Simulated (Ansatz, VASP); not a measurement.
# One calculation of In3As, two programs

```xyz
4
Lattice="4.6717 0.0000 0.0000 0.0000 4.6717 0.0000 0.0000 0.0000 4.6717" Properties=species:S:1:pos:R:3 pbc="T T T"
In    2.3358    2.3358    0.0000
In    2.3358    0.0000    2.3358
In    0.0000    2.3358    2.3358
As    0.0000    0.0000    0.0000
```

Alike in both runs: functional PBE; k mesh 6 × 6 × 6; occupations fermi-dirac, width 0.05 eV; no spin polarisation.

|  | VASP | Ansatz |
| --- | --- | --- |
| version | VASP 6.6.1 | Ansatz 0.2.0 |
| potentials or method | VASP PAW PBE potentials, release 64 (In_d, As), cutoff 520 eV | all-electron LAPW, scalar-relativistic |
| task | single point | band structure |

```csv
,VASP,Ansatz,Ansatz less VASP
gap on the k mesh at the Fermi level (eV),none,none,-
pressure (GPa),0.6,0.6,+0.02
```

A gap of «none» marks a metal or a gap that the smearing closes. Ansatz ran all-electron here, and VASP with PAW potentials.
